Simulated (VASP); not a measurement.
# AlGa3N4 (Pm) in VASP: a series of runs, part 2 of 2

VASP 6.6.1. The steps go on from the part before.

## Step 3: Single point, PBEsol (strain +0.015 along x and y, +0.030 along z)

Input file INCAR:

```
SYSTEM = AlGa3N4
ALGO = Normal ; EDIFF = 1E-7
ENCUT = 520 ; GGA = PS
ISIF = 2 ; ISMEAR = 0
LASPH = .TRUE. ; LCHARG = .FALSE.
LREAL = .FALSE. ; LWAVE = .FALSE.
NBANDS = 41 ; NELM = 80
PREC = Accurate ; SIGMA = 0.05
```

Input file KPOINTS:

```
k-points
0
G
  6 8 6
  0 0 0
```

Input file POSCAR:

```
AlGa3N4
1.0
    5.2194864674      0.0000000000      0.0001251478
    0.0000000000      3.2124595726      0.0000000000
   -0.0036394751      0.0000000000      5.6428489618
Al Ga N
1 3 4
Direct
    0.0006034227      0.5000000000      0.6673576245
    0.4991167030      0.5000000000      0.3349195796
    0.4990273845      0.0000000000      0.8315570005
    0.9998617813      0.0000000000      0.1661805284
    0.1196687538      0.5000000000      0.3400974154
    0.1176459792      0.0000000000      0.8263760592
    0.6204436392      0.0000000000      0.1662162869
    0.6312323464      0.5000000000      0.6672965055
```

Potentials or basis: VASP PAW PBE potentials, release 64 (Al, Ga_d, N).

Command:

```console
cat potpaw_PBE.64/Al/POTCAR potpaw_PBE.64/Ga_d/POTCAR potpaw_PBE.64/N/POTCAR > POTCAR
mpirun -np 1 vasp_std > vasp.out
```

OUTCAR:

```text
SYSTEM = AlGa3N4
   EDIFF = 1E-7
   ENCUT = 520
   GGA = PS
   ISIF = 2
   ISMEAR = 0
   LASPH = .TRUE.
   LREAL = .FALSE.
   NELM = 80
   PREC = Accurate

 ion  position               nearest neighbor table
   1  0.001  0.500  0.667-   8 1.93   6 1.94   6 1.94   5 1.95
   2  0.499  0.500  0.335-   7 1.97   7 1.97   5 1.98   8 2.00
   3  0.499  0.000  0.832-   8 1.98   8 1.98   6 1.99   7 1.99
   4  1.000  0.000  0.166-   7 1.98   5 1.98   5 1.98   6 2.01
   5  0.120  0.500  0.340-   1 1.95   2 1.98   4 1.98   4 1.98
   6  0.118  0.000  0.826-   1 1.94   1 1.94   3 1.99   4 2.01
   7  0.620  0.000  0.166-   2 1.97   2 1.97   4 1.98   3 1.99
   8  0.631  0.500  0.667-   1 1.93   3 1.98   3 1.98   2 2.00

  LATTYP: Found a simple monoclinic cell.
 ALAT       =     5.2194864689
 B/A-ratio  =     0.6154742601
 C/A-ratio  =     1.0811121303
 COS(beta)  =    -0.0006209940

  Lattice vectors:

 A1 = (   5.2194864674,   0.0000000000,   0.0001251478)
 A2 = (   0.0000000000,   3.2124595726,   0.0000000000)
 A3 = (  -0.0036394751,   0.0000000000,   5.6428489618)

Analysis of symmetry for initial positions (statically):
=====================================================================
 Subroutine PRICEL returns:
 Original cell was already a primitive cell.

 Routine SETGRP: Setting up the symmetry group for a
 simple monoclinic supercell.

 Subroutine GETGRP returns: Found  2 space group operations
 (whereof  2 operations were pure point group operations)
 out of a pool of  4 trial point group operations.

The static configuration has the point symmetry C_1h.

Analysis of symmetry for dynamics (positions and initial velocities):
=====================================================================
 Subroutine PRICEL returns:
 Original cell was already a primitive cell.

 Routine SETGRP: Setting up the symmetry group for a
 simple monoclinic supercell.
[... 140 lines left out ...]
  Thomas-Fermi vector in A             =   2.542705
   LORBIT       =      0    0 simple, 1 ext, 2 COOP (PROOUT), +10 PAW based schemes
   GGA     = PS    functional components
   LHFCALC =     F    Hartree Fock is set to
   AEXX    =    0.0000 exact exchange contribution
   IVDW    =     0    specifies the selected vdW correction
   LEPSILON=     F    determine dielectric tensor
   LRPA    =     F    only Hartree local field effects (RPA)
 non-spin polarized calculation
 Gauss-broadening in eV      SIGMA  =   0.05
  energy-cutoff  :      520.00
  volume of cell :       94.62
 maximum number of plane-waves:      2576
   NGX = 19   NGY = 11   NGZ = 21

 number of electron      62.0000004 magnetization

 Free energy of the ion-electron system (eV)
  ---------------------------------------------------
  ext. energy  EPLUGINS =         0.00000000
  ---------------------------------------------------
  free energy    TOTEN  =       -54.83211068 eV

  energy without entropy =      -54.83211068  energy(sigma->0) =      -54.83211068

 E-fermi :   5.0906     XC(G=0): -11.4331

 val. band max:        4.8390330777   @ k =   0.0000   0.0000   0.0000
 cond. band min:       6.7888611026   @ k =   0.0000   0.0000   0.0000
 fundamental gap:      1.9498280249
 Fermi energy:         5.0905950034

 k-point     1 :       0.0000    0.0000    0.0000
  band No.  band energies     occupation
      1     -10.5407      2.00000
      2      -9.7807      2.00000
      3      -9.5884      2.00000
      4      -9.3614      2.00000
      5      -8.3988      2.00000
      6      -8.3907      2.00000
[... 1045 lines left out ...]
     40      14.3941      0.00000
     41      14.7045      0.00000

 [... further k-points ...]

------------------------ aborting loop because EDIFF is reached ----------------------------------------

  FORCE on cell =-STRESS in cart. coord.  units (eV):
  Direction    XX          YY          ZZ          XY          YZ          ZX
  --------------------------------------------------------------------------------------
  -------------------------------------------------------------------------------------
  Total       -5.0053581     -5.3245753     -7.6488726      0.0000000      0.0000000     -0.0038454
  in kB      -84.7582255    -90.1636889   -129.5221751      0.0000000      0.0000000     -0.0651154
  external PRESSURE =    -101.4813632 kB  Pullay stress =       0.0000000 kB

 VOLUME and BASIS-vectors are now :
 -----------------------------------------------------------------------------
  energy-cutoff  :      520.00
  volume of cell :       94.62
      direct lattice vectors                 reciprocal lattice vectors
     5.219486467  0.000000000  0.000125148     0.191589726  0.000000000  0.000123570
     0.000000000  3.212459573  0.000000000     0.000000000  0.311287964  0.000000000
    -0.003639475  0.000000000  5.642848962    -0.000004249  0.000000000  0.177215444

 POSITION                                       TOTAL-FORCE (eV/Angst)
 -----------------------------------------------------------------------------------
      0.00072      1.60623      3.76580         0.044452      0.000000     -0.090629
      2.60391      1.60623      1.88996         0.071359      0.000000      0.059587
      2.60164      0.00000      4.69241         0.081977      0.000000      0.094980
      5.21816      0.00000      0.93786         0.030979      0.000000     -0.049530
      0.62337      1.60623      1.91913        -0.054414      0.000000      0.102504
      0.61104      0.00000      4.66313        -0.039283      0.000000      0.081338
      3.23779      0.00000      0.93801        -0.050156      0.000000     -0.097483
      3.29228      1.60623      3.76553        -0.084914      0.000000     -0.100765
 -----------------------------------------------------------------------------------
    total drift:                               -0.000521      0.000000      0.000420

  FREE ENERGIE OF THE ION-ELECTRON SYSTEM (eV)
  ---------------------------------------------------
  free  energy   TOTEN  =       -54.8321106782 eV

  energy  without entropy=      -54.8321106782  energy(sigma->0) =      -54.83211068
```

stdout:

```text
POSCAR found type information on POSCAR AlGaN
 POSCAR found :  3 types and       8 ions
 scaLAPACK will be used
 -----------------------------------------------------------------------------
|                                                                             |
|                                                                             |
|     You enforced a specific xc type in the INCAR file but a different       |
|     I HOPE YOU KNOW WHAT YOU ARE DOING!                                     |
|                                                                             |
 -----------------------------------------------------------------------------

 LDA part: xc-table for (Slater+PW92), standard interpolation
 POSCAR, INCAR and KPOINTS ok, starting setup
 FFT: planning ... GRIDC
 FFT: planning ... GRID_SOFT
 FFT: planning ... GRID
 WAVECAR not read
 entering main loop
```

Run time: 4.3 min. Hardware: 1 thread of Intel Xeon Platinum 8488C (Sapphire Rapids), shared host; peak memory 0.41 GiB.

Results:

```
Free energy            : -54.8321 eV
Pressure               : -10.1 GPa
Largest force          : 0.132 eV/Å
Band gap on the k mesh : 1.95 eV
```

Forces on the atoms (eV/Å):
```
Al   0.044  0.000 -0.091
Ga   0.071  0.000  0.060
Ga   0.082  0.000  0.095
Ga   0.031  0.000 -0.050
N   -0.054  0.000  0.103
N   -0.039  0.000  0.081
N   -0.050  0.000 -0.097
N   -0.085  0.000 -0.101
```

Levels at points of the mesh, in eV from the valence-band top:
| k point | band 27 | band 28 | band 29 | band 30 | band 31 | band 32 | band 33 | band 34 | band 35 | band 36 |
| --- | --- | --- | --- | --- | --- | --- | --- | --- | --- | --- |
| (0.00, 0.00, 0.00) | -1.05 | -0.77 | -0.09 | -0.08 | 0.00 | 1.95 | 4.15 | 5.06 | 5.57 | 6.09 |
| (0.50, 0.00, 0.00) | -1.59 | -0.74 | -0.63 | -0.42 | -0.36 | 4.07 | 4.18 | 4.29 | 4.75 | 7.39 |
| (0.00, 0.50, 0.00) | -3.39 | -1.96 | -1.92 | -1.76 | -1.73 | 5.54 | 5.55 | 6.37 | 6.63 | 7.29 |
| (0.50, 0.50, 0.00) | -3.07 | -1.58 | -1.37 | -1.34 | -1.32 | 5.45 | 5.62 | 5.70 | 6.00 | 7.39 |
| (0.00, 0.00, 0.50) | -1.69 | -0.74 | -0.58 | -0.54 | -0.29 | 4.21 | 4.40 | 5.76 | 6.12 | 7.10 |
| (0.50, 0.00, 0.50) | -1.78 | -1.43 | -1.07 | -1.05 | -1.01 | 5.06 | 5.11 | 5.18 | 5.57 | 6.99 |
| (0.00, 0.50, 0.50) | -2.53 | -2.09 | -2.02 | -0.96 | -0.86 | 4.49 | 4.88 | 5.26 | 5.39 | 5.86 |
| (0.50, 0.50, 0.50) | -1.79 | -1.74 | -1.63 | -1.57 | -1.54 | 4.08 | 4.18 | 4.22 | 4.68 | 6.84 |

Caveat: the cell differs from its parent crystal (strain +0.015 along x and y, +0.030 along z); the cell stands under tension; the PAW data sets were made with another functional, which shifts forces and pressure a little.
